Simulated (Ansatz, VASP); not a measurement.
**Pb in VASP and in Ansatz**

The input INCAR:

```
ALGO     = Normal         # electronic algorithm
EDIFF    = 1E-6           # SCF threshold, eV
ENCUT    = 500            # plane-wave cutoff, eV
GGA      = PE             # functional
GGA_COMPAT= F            
ISIF     = 2              # what is computed and relaxed
ISMEAR   = -4             # smearing method
LASPH    = T              # aspherical terms in the spheres
LCHARG   = F              # write CHGCAR
LREAL    = F              # projectors in reciprocal space
LWAVE    = F              # write WAVECAR
NBANDS   = 21             # bands
NELM     = 120            # most SCF steps
PREC     = Accurate       # precision mode
SIGMA    = 0.1            # smearing width, eV
```

File KPOINTS:

```
k-points
0
Gamma
  6 6 4
```

The input POSCAR:

```
Pb
1.0
    3.0386068135     -1.7503199600      0.0000000000
    3.0386068135      1.7503199600      0.0000000000
   -2.1154626375      0.0000000000      6.0952248674
Pb
2
Direct
    0.0914915900      0.0914915900      0.2737078000
    0.9085084100      0.9085084100      0.7262922000
```

Input for Ansatz:

```yaml
crystal:
  lattice:
    - [3.0386068135, -1.75031996, 0.0]
    - [3.0386068135, 1.75031996, 0.0]
    - [-2.1154626375, 0.0, 6.0952248674]
  atoms:
    - { symbol: Pb, position: [0.09149159, 0.09149159, 0.2737078] }
    - { symbol: Pb, position: [0.90850841, 0.90850841, 0.7262922] }
basis:
  ecutwfc: 420
kpoints:
  mp_grid: { grid: [6, 6, 4] }
hamiltonian:
  xc: pbe
scf:
  occupations: { method: tetrahedron_uncorrected }
  max_iter: 300
output:
  forces: true
  stress: true
  eigenvalues: true
```

Alike in both runs: task single point; functional PBE; k mesh 6 × 6 × 4; no spin polarisation.

|  | VASP | Ansatz |
| --- | --- | --- |
| version | VASP 6.6.1 | Ansatz 0.2.0 |
| potentials or method | VASP PAW PBE potentials, release 64 (Pb_d), cutoff 500 eV | scalar-relativistic, plane waves, PAW |
| occupations | tetrahedron | tetrahedron-uncorrected |
| valence electrons in the cell | 28 | 28 |

VASP gave:

- gap on the k mesh at the Fermi level (eV): none
- pressure (GPa): 1.9
- traceless stress, the component that is largest in VASP (GPa): 0.89
- rms of the force components (eV/Å): 0.020

**Question.** Estimate Ansatz's values.

**Answer.** gap on the k mesh at the Fermi level (eV): none; pressure (GPa): 2.0; traceless stress, the component that is largest in VASP (GPa): 0.90; rms of the force components (eV/Å): 0.019.

Atom by atom the forces differ by 0.001 eV/Å (rms over components). A gap of «none» marks a metal or a gap that the smearing closes. Ansatz's warnings: band table not solved further.

Neither program's run includes spin-orbit coupling.
